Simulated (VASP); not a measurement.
Here is a VASP 6.6.1 calculation.

The input INCAR:

```
SYSTEM = Cd
PREC     = Accurate       ! precision mode
ENCUT    = 600            ! plane-wave cutoff, eV
EDIFF    = 1E-6           ! SCF threshold, eV
ISMEAR   = -1             ! smearing method
SIGMA    = 0.1            ! smearing width, eV
LREAL    = .FALSE.        ! projectors in reciprocal space
LASPH    = .TRUE.         ! aspherical terms in the spheres
NELM     = 100            ! most SCF steps
ALGO     = Normal         ! electronic algorithm
ISIF     = 4              ! what is computed and relaxed
LWAVE    = .FALSE.        ! write WAVECAR
LCHARG   = .FALSE.        ! write CHGCAR
GGA      = PE             ! functional
IBRION   = 2              ! ionic algorithm
NSW      = 50             ! ionic steps
EDIFFG   = -0.005         ! ionic threshold
```

File KPOINTS:

```
regular mesh
0
G
  14 14 13
  0 0 0
```

The input POSCAR:

```
Cd
1.0
    2.5638949466      0.0000000000      0.0000000000
   -1.2819474733      2.2203981564      0.0000000000
    0.0000000000      0.0000000000      2.6612890766
Cd
1
Direct
    0.0000000000      0.0000000000      0.0000000000
```

Potentials or basis: VASP PAW PBE potentials, release 64 (Cd).

Run with:

```console
$ cat potpaw_PBE.64/Cd/POTCAR > POTCAR
$ mpirun -np 1 vasp_std > vasp.out
```

(1) Estimate the band gap on the k mesh.

Answers

(1) zero (bands 6 and 7 overlap by 6.33 eV).
